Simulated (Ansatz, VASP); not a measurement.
**NiO in VASP and in Ansatz**

```
CELL_PARAMETERS angstrom
1.49091 0.86078 2.43444
-1.49091 0.86078 2.43444
0.00000 -1.72156 2.43444
ATOMIC_POSITIONS crystal
Ni 0.00000 0.00000 0.00000
O 0.50000 0.50000 0.50000
```

Alike in both runs: functional PBE; k mesh 14 × 14 × 14; occupations gaussian, width 0.05 eV; collinear spin.

Ansatz relaxed the structure, and its values are those at the end. VASP's run is a single point on that final structure, the one shown.

```csv
,VASP,Ansatz
version,VASP 6.6.1,Ansatz 0.2.0
potentials or method,"VASP PAW PBE potentials, release 64 (Ni, O), cutoff 520 eV","scalar-relativistic, plane waves, PAW"
valence electrons in the cell,16,24
```

```csv
,VASP,Ansatz,Ansatz less VASP
gap on the k mesh at the Fermi level (eV),none,none,-
pressure (GPa),-0.5,0.0,+0.52
net moment per atom (μB),0.89,0.91,+0.021
size of the moment on the site where the two differ most (μB),0.27,0.30,+0.024
```

Site moments also hang on the region over which each program counts them. A gap of «none» marks a metal or a gap that the smearing closes. With one functional, cell and mesh, what is left measures potentials, basis and numerics. VASP's potentials hold 16 valence electrons a cell and Ansatz's 24, so a difference there can come from the potentials and not from the codes.
